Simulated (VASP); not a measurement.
# AlNi (P4mm) in VASP: notebook, part 3 of 3

VASP 6.6.1. The steps go on from the part before.

## Step 4: Single point, PBEsol (atoms displaced along a vibrational mode)

The input, INCAR:

```
  PREC = Accurate
  ENCUT = 520
  EDIFF = 1E-7
  ISMEAR = 0
  SIGMA = 0.15
  LREAL = False
  LASPH = True
  NELM = 100
  ALGO = Fast
  ISIF = 2
  LWAVE = False
  LCHARG = False
  GGA = PS
  NBANDS = 14
```

The input, KPOINTS:

```
Automatic mesh
0
Gamma
  16 16 16
```

The input, POSCAR:

```
AlNi
1.0
    2.0211996418     -2.0211459310      0.0000000000
    2.0211996418      2.0211459310      0.0000000000
    0.0000000000      0.0000000000      2.8688666946
Al Ni
1 1
Direct
    0.0000000000      0.0000000000     -0.0264912971
    0.5000000000      0.5000000000      0.5121781316
```

Potentials or basis: VASP PAW PBE potentials, release 64 (Al, Ni).

Run with:

```
> cat potpaw_PBE.64/Al/POTCAR potpaw_PBE.64/Ni/POTCAR > POTCAR
> mpirun -np 1 vasp_std > vasp.out
```

OUTCAR:

```text
PREC = Accurate
   ENCUT = 520
   EDIFF = 1E-7
   ISMEAR = 0
   LREAL = False
   LASPH = True
   NELM = 100
   ISIF = 2
   GGA = PS

 ion  position               nearest neighbor table
   1  0.000  0.000  0.974-   2 2.42   2 2.42   2 2.42   2 2.42   2 2.54   2 2.54   2 2.54   2 2.54

   2  0.500  0.500  0.512-   1 2.42   1 2.42   1 2.42   1 2.42   1 2.54   1 2.54   1 2.54   1 2.54

  LATTYP: Found a base centered orthorhombic cell.
 ALAT       =     4.0422918620
 B/A-ratio  =     1.0000265744
 C/A-ratio  =     0.7097129036
[... 601 lines left out ...]

  FORCE on cell =-STRESS in cart. coord.  units (eV):
  Direction    XX          YY          ZZ          XY          YZ          ZX
  --------------------------------------------------------------------------------------
  -------------------------------------------------------------------------------------
  Total        0.2163895      0.2174007      0.0711446      0.0000000      0.0000000      0.0000000
  in kB       14.7910689     14.8601853      4.8630117      0.0000000      0.0000000      0.0000000
  external PRESSURE =      11.5047553 kB  Pullay stress =       0.0000000 kB

 VOLUME and BASIS-vectors are now :
 -----------------------------------------------------------------------------
  energy-cutoff  :      520.00
  volume of cell :       23.44
      direct lattice vectors                 reciprocal lattice vectors
     2.021199642 -2.021145931  0.000000000     0.247377839 -0.247384413  0.000000000
     2.021199642  2.021145931  0.000000000     0.247377839  0.247384413  0.000000000
     0.000000000  0.000000000  2.868866695     0.000000000  0.000000000  0.348569699

 POSITION                                       TOTAL-FORCE (eV/Angst)
 -----------------------------------------------------------------------------------
      0.00000      0.00000      2.79287         0.000000      0.000000      0.695140
      2.02120      0.00000      1.46937        -0.000000      0.000000     -0.695140
 -----------------------------------------------------------------------------------
    total drift:                               -0.000000     -0.000000      0.000205

  FREE ENERGIE OF THE ION-ELECTRON SYSTEM (eV)
  ---------------------------------------------------
  free  energy   TOTEN  =       -11.5526603383 eV

  energy  without entropy=      -11.5441907673  energy(sigma->0) =      -11.54842555
```

OSZICAR:

```text
N       E                     dE             d eps       ncg     rms          rms(c)
DAV:   1     0.395215886072E+02    0.39522E+02   -0.53821E+03 18764   0.976E+02
DAV:   2    -0.114341273573E+02   -0.50956E+02   -0.46096E+02 19692   0.180E+02
DAV:   3    -0.131701804912E+02   -0.17361E+01   -0.17208E+01 23472   0.367E+01
DAV:   4    -0.131928911760E+02   -0.22711E-01   -0.22705E-01 21814   0.385E+00
DAV:   5    -0.131935574570E+02   -0.66628E-03   -0.66627E-03 23684   0.718E-01    0.128E+01
RMM:   6    -0.151764077272E+02   -0.19829E+01   -0.15590E+01 22452   0.493E+01    0.171E+01
RMM:   7    -0.115708374214E+02    0.36056E+01   -0.42934E+00 20687   0.253E+01    0.125E+00
RMM:   8    -0.115638046800E+02    0.70327E-02   -0.91149E-02 19801   0.298E+00    0.758E-01
RMM:   9    -0.115565679312E+02    0.72367E-02   -0.30144E-02 21127   0.111E+00    0.563E-01
RMM:  10    -0.115526899696E+02    0.38780E-02   -0.85676E-03 22628   0.116E+00    0.156E-01
RMM:  11    -0.115528306957E+02   -0.14073E-03   -0.98210E-04 24958   0.371E-01    0.134E-01
RMM:  12    -0.115526489030E+02    0.18179E-03   -0.39433E-04 24658   0.218E-01    0.304E-02
RMM:  13    -0.115526584218E+02   -0.95188E-05   -0.10071E-04 25898   0.715E-02    0.549E-03
RMM:  14    -0.115526600826E+02   -0.16608E-05   -0.17060E-05 27338   0.323E-02    0.923E-03
RMM:  15    -0.115526602547E+02   -0.17206E-06   -0.21346E-06 24096   0.949E-03    0.707E-03
RMM:  16    -0.115526603383E+02   -0.83618E-07   -0.36602E-07 18453   0.446E-03
   1 F= -.11552660E+02 E0= -.11548426E+02  d E =-.846957E-02
```

Run time: 93 s. Hardware: 1 thread of Intel Xeon Platinum 8559C (Emerald Rapids), shared host; peak memory 0.32 GiB.

Results:

- Free energy: -11.5527 eV
- Pressure: 1.2 GPa
- Largest force: 0.695 eV/Å
- Band gap on the k mesh: zero (an odd number of electrons rules out a gap without spin polarisation)

Forces in eV/Å, atoms in the order of the input:
```
Al   0.000  0.000  0.695
Ni   0.000  0.000 -0.695
```

Stress tensor (GPa, compression positive):
```
1.48 0.00 0.00
0.00 1.49 0.00
0.00 0.00 0.49
```

Caveat: the cell differs from its parent crystal (atoms displaced along a vibrational mode); the PAW data sets were made with another functional, which shifts forces and pressure a little.

## Step 5: Single point, PBEsol (atoms displaced along a vibrational mode)

The input, INCAR:

```
ALGO = Fast
EDIFF = 1E-6
ENCUT = 520
GGA = PS
ISIF = 2
ISMEAR = 0
LASPH = True
LCHARG = True
LELF = True
LREAL = False
LVHAR = True
LWAVE = False
NBANDS = 14
NELM = 80
PREC = Accurate
SIGMA = 0.15
```

The input, KPOINTS:

```
k-points
0
Gamma
  16 16 16
```

The input, POSCAR:

```
AlNi
1.0
    2.0211996418     -2.0211459310      0.0000000000
    2.0211996418      2.0211459310      0.0000000000
    0.0000000000      0.0000000000      2.8688666946
Al Ni
1 1
Direct
    0.0000000000      0.0000000000     -0.0132456486
    0.5000000000      0.5000000000      0.5060890658
```

Run with:

```
> cat potpaw_PBE.64/Al/POTCAR potpaw_PBE.64/Ni/POTCAR > POTCAR
> mpirun -np 1 vasp_std > vasp.out
```

It took 89 s on 1 thread of Intel Xeon Platinum 8559C (Emerald Rapids), shared host; peak memory 0.33 GiB.

It converged, with:

| Property | Result |
| --- | --- |
| Free energy | -11.5816 eV |
| Pressure | 0.4 GPa |
| Largest force | 0.348 eV/Å |
| Band gap on the k mesh | zero (an odd number of electrons rules out a gap without spin polarisation) |

Forces on the atoms (eV/Å):
```
Al   0.000  0.000  0.348
Ni   0.000  0.000 -0.348
```

Stress tensor (GPa, compression positive):
```
0.54 0.00 0.00
0.00 0.55 0.00
0.00 0.00 0.05
```

Levels at points of the mesh, in eV from the Fermi level:
```
           k point  band 3  band 4  band 5  band 6  band 7  band 8  band 9  band 10  band 11  band 12
(0.00, 0.00, 0.00)   -3.34   -1.59   -1.59   -1.58    5.49    5.62    5.63     8.20     8.23    14.07
(0.50, 0.00, 0.00)   -2.85   -2.32   -2.31   -1.50   -0.65    8.32   10.02    10.14    11.02    11.15
(0.50, 0.50, 0.00)   -2.93   -2.93   -2.14   -2.14   -1.04    1.51    2.61    12.46    15.03    15.03
(0.00, 0.00, 0.50)   -2.85   -2.30   -2.30   -1.49   -0.68    8.33   10.11    10.11    11.12    11.12
(0.50, 0.00, 0.50)   -2.93   -2.93   -2.14   -2.13   -1.05    1.48    2.58    12.54    15.28    15.33
(0.50, 0.50, 0.50)   -4.20   -1.02   -1.01    1.96    1.96    1.96    3.86     4.56     4.56     4.63
```

Caveat: the cell differs from its parent crystal (atoms displaced along a vibrational mode); the PAW data sets were made with another functional, which shifts forces and pressure a little. Spin polarisation is off, so any magnetic state and its effect on volume and gap are missing.

## Step 6: Summary

| cell | further INCAR settings | gap on the mesh (eV) | pressure (GPa) | largest force (eV/Å) |
| --- | --- | --- | --- | --- |
| as given, atomic positions A | ALGO = Fast; EDIFF = 1e-06; NBANDS = 14 | none | 0.1 | 0.17 |
| as given, atomic positions B | ALGO = Fast; EDIFF = 1e-06; NBANDS = 14 | none | 0.7 | 0.52 |
| as given, atomic positions C | ALGO = Fast; EDIFF = 1e-07; NBANDS = 14 | none | 1.2 | 0.70 |
| as given, atomic positions D | ALGO = Fast; EDIFF = 1e-06; NBANDS = 14 | none | 0.4 | 0.35 |

Alike in all rows: task single point; level PBEsol; potentials or basis VASP PAW PBE potentials, release 64 (Al, Ni); no spin polarisation; k mesh 16 × 16 × 16; cutoff (eV) 520; smearing gaussian 0.15 eV.

Caveats: the PAW data sets were made with another functional, which shifts forces and pressure a little.

Total energies depend on the potentials used, so only differences within one code and one set of settings carry meaning.
